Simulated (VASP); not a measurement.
# CuO (P2) in VASP: single point with PBE

Aim: the single point of CuO with PBE.

Program: VASP 6.6.1. These are calculated values, not measurements. Logs are shortened: lines on timing, memory, paths and dates and some standing lists are left out, and cuts for length are marked.

### 1 The cell of the first run

It takes space group P2 (No. 3, monoclinic). The conventional cell has a = 2.933 Å, b = 5.156 Å, c = 2.933 Å, α = 90.00°, β = 94.49°, γ = 90.00°. Within 2.6 Å of Cu (site symmetry 2) lie 2 Cu at 1.95 Å and 2 O at 1.95 Å. Within 2.6 Å of Cu (site symmetry 2) lie 2 Cu at 1.95 Å and 4 O at 1.95 to 2.58 Å. O (site symmetry 2) has 4 Cu at 1.95 to 2.58 Å and 2 O at 1.95 Å within 2.6 Å. Within 2.6 Å of O (site symmetry 2) lie 2 Cu at 1.95 Å and 2 O at 1.95 Å.

### 2 Single point, PBE

INCAR

```
SYSTEM = CuO
ALGO = Normal
EDIFF = 1E-7
ENCUT = 520
GGA = PE
ISIF = 2
ISMEAR = 0
LASPH = .TRUE.
LCHARG = .FALSE.
LREAL = .FALSE.
LWAVE = .FALSE.
NBANDS = 25
NELM = 60
PREC = Accurate
SIGMA = 0.1
```

KPOINTS

```
k-points
0
G
  14 14 8
  0 0 0
```

POSCAR

```
CuO
1.0
    1.9909680000     -2.1535500000      0.0000000000
    1.9909680000      2.1535500000      0.0000000000
    0.0000000000      0.0000000000      5.1559280000
Cu O
2 2
Direct
    0.0000000000      0.5000000000      0.0000000000
    0.5000000000      0.5000000000      0.7500000000
    0.5000000000      0.5000000000      0.2500000000
    0.5000000000      0.0000000000      0.5000000000
```

Potentials or basis: VASP PAW PBE potentials, release 64 (Cu, O).

Run with:

```console
> cat potpaw_PBE.64/Cu/POTCAR potpaw_PBE.64/O/POTCAR > POTCAR
> mpirun -np 1 vasp_std > vasp.out
```

OUTCAR:

```text
SYSTEM = CuO
   EDIFF = 1E-7
   ENCUT = 520
   GGA = PE
   ISIF = 2
   ISMEAR = 0
   LASPH = .TRUE.
   LREAL = .FALSE.
   NELM = 60
   PREC = Accurate

 ion  position               nearest neighbor table
   1  0.000  0.500  0.000-   2 1.95   3 1.95   2 1.95   3 1.95
   2  0.500  0.500  0.750-   1 1.95   4 1.95   4 1.95   1 1.95
   3  0.500  0.500  0.250-   1 1.95   4 1.95   4 1.95   1 1.95
   4  0.500  0.000  0.500-   2 1.95   3 1.95   2 1.95   3 1.95

  LATTYP: Found a base centered orthorhombic cell.
 ALAT       =     3.9819360000
 B/A-ratio  =     1.0816597755
 C/A-ratio  =     1.2948294498

  Lattice vectors:

 A1 = (   1.9909680000,  -2.1535500000,   0.0000000000)
 A2 = (   1.9909680000,   2.1535500000,   0.0000000000)
 A3 = (   0.0000000000,   0.0000000000,   5.1559280000)

Analysis of symmetry for initial positions (statically):
=====================================================================
 Subroutine PRICEL returns:
 Original cell was already a primitive cell.

 Routine SETGRP: Setting up the symmetry group for a
 base centered orthorhombic supercell.

 Subroutine GETGRP returns: Found  2 space group operations
 (whereof  2 operations were pure point group operations)
 out of a pool of  8 trial point group operations.

The static configuration has the point symmetry C_2 .

Analysis of symmetry for dynamics (positions and initial velocities):
=====================================================================
 Subroutine PRICEL returns:
 Original cell was already a primitive cell.

 Routine SETGRP: Setting up the symmetry group for a
 base centered orthorhombic supercell.

 Subroutine GETGRP returns: Found  2 space group operations
 (whereof  2 operations were pure point group operations)
 out of a pool of  8 trial point group operations.

The dynamic configuration has the point symmetry C_2 .

 Subroutine INISYM returns: Found  2 space group operations
 (whereof  2 operations are pure point group operations),
 and found     1 'primitive' translations

----------------------------------------------------------------------------------------

                                     Primitive cell

  volume of cell :      44.2136

  direct lattice vectors                    reciprocal lattice vectors
     1.990968000 -2.153550000  0.000000000     0.251134122 -0.232174781  0.000000000
     1.990968000  2.153550000  0.000000000     0.251134122  0.232174781  0.000000000
     0.000000000  0.000000000  5.155928000     0.000000000  0.000000000  0.193951506

  length of vectors
     2.932870809  2.932870809  5.155928000     0.342013854  0.342013854  0.193951506

  position of ions in fractional coordinates (direct lattice)
     0.000000000  0.500000000  0.000000000
     0.500000000  0.500000000  0.750000000
     0.500000000  0.500000000  0.250000000
     0.500000000  0.000000000  0.500000000

  ion indices of the primitive-cell ions
   primitive index   ion index
                 1           1
                 2           2
                 3           3
                 4           4

----------------------------------------------------------------------------------------

 KPOINTS: k-points

Automatic generation of k-mesh.
 Grid dimensions read from file:
 generate k-points for:   14   14    8

 Generating k-lattice:

  Cartesian coordinates                     Fractional coordinates (reciprocal lattice)
     0.017938152 -0.016583913  0.000000000     0.071428571  0.000000000  0.000000000
     0.017938152  0.016583913  0.000000000     0.000000000  0.071428571  0.000000000
     0.000000000  0.000000000  0.024243938     0.000000000  0.000000000  0.125000000

  Length of vectors
     0.024429561  0.024429561  0.024243938

  Shift w.r.t. Gamma in fractional coordinates (k-lattice)
     0.000000000  0.000000000  0.000000000

 Subroutine IBZKPT returns following result:
 ===========================================

 Found    500 irreducible k-points:

 Following reciprocal coordinates:
            Coordinates               Weight
  0.000000  0.000000  0.000000      1.000000
  0.071429  0.000000  0.000000      2.000000
  0.000000  0.071429  0.000000      2.000000
  0.142857  0.000000  0.000000      2.000000
  0.000000  0.142857  0.000000      2.000000
  0.214286  0.000000  0.000000      2.000000
[... 16 lines left out ...]
  0.357143  0.071429  0.000000      2.000000
  0.071429  0.357143  0.000000      2.000000
 [... further k-points ...]
   k-points           NKPTS =    500   k-points in BZ     NKDIM =    500   number of bands    NBANDS=     25
   number of dos      NEDOS =    301   number of ions     NIONS =      4
   total plane-waves  NPLWV =  23040
   dimension x,y,z NGX =    24 NGY =   24 NGZ =   40
   dimension x,y,z NGXF=    48 NGYF=   48 NGZF=   80
   ions per type =               2   2
   NGX,Y,Z   is equivalent  to a cutoff of  13.60, 13.60, 12.90 a.u.
   NGXF,Y,Z  is equivalent  to a cutoff of  27.21, 27.21, 25.79 a.u.
 SYSTEM =  CuO
   PREC   = accura    normal or accurate (medium, high low for compatibility)
   ISTART =      0    job   : 0-new  1-cont  2-samecut
   ICHARG =      2    charge: 1-file 2-atom 10-const
   ISPIN  =      1    spin polarized calculation?
   LNONCOLLINEAR =      F non collinear calculations
   LSORBIT =      F    spin-orbit coupling
   LASPH  =      T    aspherical Exc in radial PAW
   ENCUT  =  520.0 eV  38.22 Ry    6.18 a.u.   5.45  5.45  9.59*2*pi/ulx,y,z
   NELM   =     60;   NELMIN=  2; NELMDL= -5     # of ELM steps
   EDIFF  = 0.1E-06   stopping-criterion for ELM
   LREAL  =      F    real-space projection
   EDIFFG = 0.1E-05   stopping-criterion for IOM
   NSW    =      0    number of steps for IOM
   IBRION =     -1    ionic relax: 0-MD 1-quasi-New 2-CG
   NFREE  =      0    steps in history (QN), initial steepest desc. (CG)
   ISIF   =      2    stress and relaxation
   ISYM   =      2    0-nonsym 1-usesym 2-fastsym
   POTIM  = 0.5000    time-step for ionic-motion
   TEBEG  =    0.0;   TEEND  =   0.0 temperature during run
   PSTRESS=    0.0 pullay stress
   NELECT =      34.0000    total number of electrons
   NUPDOWN=      -1.0000    fix difference up-down
   EMIN   =  10.00;   EMAX   =-10.00  energy-range for DOS
[... 5 lines left out ...]
     AMIX     =   0.40;   BMIX     =  1.00
     AMIX_MAG =   1.60;   BMIX_MAG =  1.00
  volume/ion in A,a.u.               =      11.05        74.59
  Fermi-wavevector in a.u.,A,eV,Ry     =   1.499854  2.834314 30.607167  2.249563
  Thomas-Fermi vector in A             =   2.611430
   LORBIT       =      0    0 simple, 1 ext, 2 COOP (PROOUT), +10 PAW based schemes
   GGA     = PE    functional components
   LHFCALC =     F    Hartree Fock is set to
   AEXX    =    0.0000 exact exchange contribution
   IVDW    =     0    specifies the selected vdW correction
   LEPSILON=     F    determine dielectric tensor
   LRPA    =     F    only Hartree local field effects (RPA)
 non-spin polarized calculation
 Gauss-broadening in eV      SIGMA  =   0.10
  energy-cutoff  :      520.00
  volume of cell :       44.21
 maximum number of plane-waves:      1215
 NGX is ok and might be reduce to    24
   NGX = 11   NGY = 11   NGZ = 19

 number of electron      33.9999998 magnetization

 Free energy of the ion-electron system (eV)
  ---------------------------------------------------
  ext. energy  EPLUGINS =         0.00000000
  ---------------------------------------------------
  free energy    TOTEN  =       -13.43219774 eV

  energy without entropy =      -13.41710018  energy(sigma->0) =      -13.42464896

 E-fermi :   4.3144     XC(G=0): -11.3516

 val. band max:        4.3131157396   @ k =  -0.1429   0.1429   0.1250
 cond. band min:       4.3145126294   @ k =   0.2143  -0.3571   0.5000
 fundamental gap:      0.0013968898
 Fermi energy:         4.3144022658

 k-point     1 :       0.0000    0.0000    0.0000
  band No.  band energies     occupation
      1     -15.4373      2.00000
      2     -12.3414      2.00000
      3      -2.8228      2.00000
      4      -1.2091      2.00000
      5      -1.1891      2.00000
      6      -0.7187      2.00000
[... 17 lines left out ...]
     24      19.4695      0.00000
     25      20.3763      0.00000

 k-point     2 :       0.0714    0.0000    0.0000
  band No.  band energies     occupation
      1     -15.4186      2.00000
      2     -12.3285      2.00000
      3      -2.7620      2.00000
      4      -1.3299      2.00000
      5      -1.0170      2.00000
      6      -0.7090      2.00000
[... 17 lines left out ...]
     24      19.5898      0.00000
     25      20.9017      0.00000

 k-point     3 :       0.0000    0.0714    0.0000
  band No.  band energies     occupation
      1     -15.3938      2.00000
      2     -12.3630      2.00000
      3      -2.7607      2.00000
      4      -1.2300      2.00000
      5      -1.1818      2.00000
      6      -0.7846      2.00000
[... 17 lines left out ...]
     24      19.8937      0.00000
     25      20.6941      0.00000

 k-point     4 :       0.1429    0.0000    0.0000
  band No.  band energies     occupation
      1     -15.3654      2.00000
      2     -12.2920      2.00000
      3      -2.5870      2.00000
      4      -1.4198      2.00000
      5      -0.7836      2.00000
      6      -0.6783      2.00000
[... 17 lines left out ...]
     24      19.7347      0.00000
     25      21.0012      0.00000

 k-point     5 :       0.0000    0.1429    0.0000
  band No.  band energies     occupation
      1     -15.2650      2.00000
      2     -12.4310      2.00000
      3      -2.5885      2.00000
      4      -1.3264      2.00000
      5      -1.1646      2.00000
      6      -0.8996      2.00000
[... 17 lines left out ...]
     24      19.8565      0.00000
     25      21.0018      0.00000

 k-point     6 :       0.2143    0.0000    0.0000
  band No.  band energies     occupation
      1     -15.2868      2.00000
      2     -12.2383      2.00000
      3      -2.3213      2.00000
      4      -1.4838      2.00000
      5      -0.6549      2.00000
      6      -0.4855      2.00000
[... 17 lines left out ...]
     24      19.5120      0.00000
     25      20.3880      0.00000
[... 393 lines left out ...]
 k-point    21 :       0.2857    0.0714    0.0000
  band No.  band energies     occupation
      1     -15.1500      2.00000
      2     -12.2006      2.00000
      3      -1.9477      2.00000
      4      -1.5578      2.00000
      5      -0.6965      2.00000
      6      -0.2015      2.00000
[... 17 lines left out ...]
     24      18.6381      0.00000
     25      21.2367      0.00000

 k-point    22 :       0.0714    0.2857    0.0000
  band No.  band energies     occupation
      1     -14.7578      2.00000
      2     -12.7284      2.00000
      3      -2.1956      2.00000
      4      -1.6435      2.00000
      5      -1.1372      2.00000
      6      -0.8525      2.00000
[... 17 lines left out ...]
     24      17.8385      0.00000
     25      20.5185      0.00000

 k-point    23 :       0.3571    0.0714    0.0000
  band No.  band energies     occupation
      1     -15.0692      2.00000
      2     -12.1452      2.00000
      3      -1.7295      2.00000
      4      -1.5276      2.00000
      5      -0.6700      2.00000
      6      -0.2606      2.00000
[... 17 lines left out ...]
     24      17.8857      0.00000
     25      21.1336      0.00000

 k-point    24 :       0.0714    0.3571    0.0000
  band No.  band energies     occupation
      1     -14.4332      2.00000
      2     -12.9778      2.00000
      3      -2.2665      2.00000
      4      -1.6310      2.00000
      5      -1.1368      2.00000
      6      -0.8264      2.00000
[... 17 lines left out ...]
     24      16.8641      0.00000
     25      19.5351      0.00000

 [... further k-points ...]

------------------------ aborting loop because EDIFF is reached ----------------------------------------

  FORCE on cell =-STRESS in cart. coord.  units (eV):
  Direction    XX          YY          ZZ          XY          YZ          ZX
  --------------------------------------------------------------------------------------
  -------------------------------------------------------------------------------------
  Total        5.9985792      7.2078036     10.0833754     -5.8400705      0.0000000      0.0000000
  in kB      217.3716510    261.1905417    365.3931811   -211.6277378      0.0000000      0.0000000
  external PRESSURE =     281.3184579 kB  Pullay stress =       0.0000000 kB

 VOLUME and BASIS-vectors are now :
 -----------------------------------------------------------------------------
  energy-cutoff  :      520.00
  volume of cell :       44.21
      direct lattice vectors                 reciprocal lattice vectors
     1.990968000 -2.153550000  0.000000000     0.251134122 -0.232174781  0.000000000
     1.990968000  2.153550000  0.000000000     0.251134122  0.232174781  0.000000000
     0.000000000  0.000000000  5.155928000     0.000000000  0.000000000  0.193951506

 POSITION                                       TOTAL-FORCE (eV/Angst)
 -----------------------------------------------------------------------------------
      0.99548      1.07678      0.00000         0.000000      0.000000      8.620641
      1.99097      0.00000      3.86695         0.000000      0.000000     -8.300906
      1.99097      0.00000      1.28898         0.000000      0.000000     -1.988314
      0.99548     -1.07678      2.57796        -0.000000     -0.000000      1.668579
 -----------------------------------------------------------------------------------
    total drift:                               -0.000000     -0.000000     -0.000104

  FREE ENERGIE OF THE ION-ELECTRON SYSTEM (eV)
  ---------------------------------------------------
  free  energy   TOTEN  =       -13.4321977430 eV

  energy  without entropy=      -13.4171001810  energy(sigma->0) =      -13.42464896
```

Wall time 4.4 min (1 thread of Intel Xeon 6975P-C (Granite Rapids), shared host); peak memory 0.52 GiB.

Results:

| Property | Result |
| --- | --- |
| Free energy | -13.4322 eV |
| Pressure | 28.1 GPa |
| Largest force | 8.621 eV/Å |
| Band gap on the k mesh | zero (band 17 reaches 4.56 eV, above the bottom of band 18 at 3.62 eV) |

Forces in eV/Å, atoms in the order of the input:
```
Cu   0.000  0.000  8.621
Cu   0.000  0.000 -8.301
O    0.000  0.000 -1.988
O    0.000  0.000  1.669
```

Stress tensor (GPa, compression positive):
```
 21.74 -21.16   0.00
-21.16  26.12   0.00
  0.00   0.00  36.54
```

Caveat: semilocal functionals often make such compounds metallic where correlation or magnetic order opens a gap, which also shifts bond lengths; forces of over 1 eV/Å act on the atoms, so gaps and moduli don't describe the material at rest. With open d or f shells a metallic result of PBE can be an artefact of self-interaction; +U or a hybrid may open a gap.
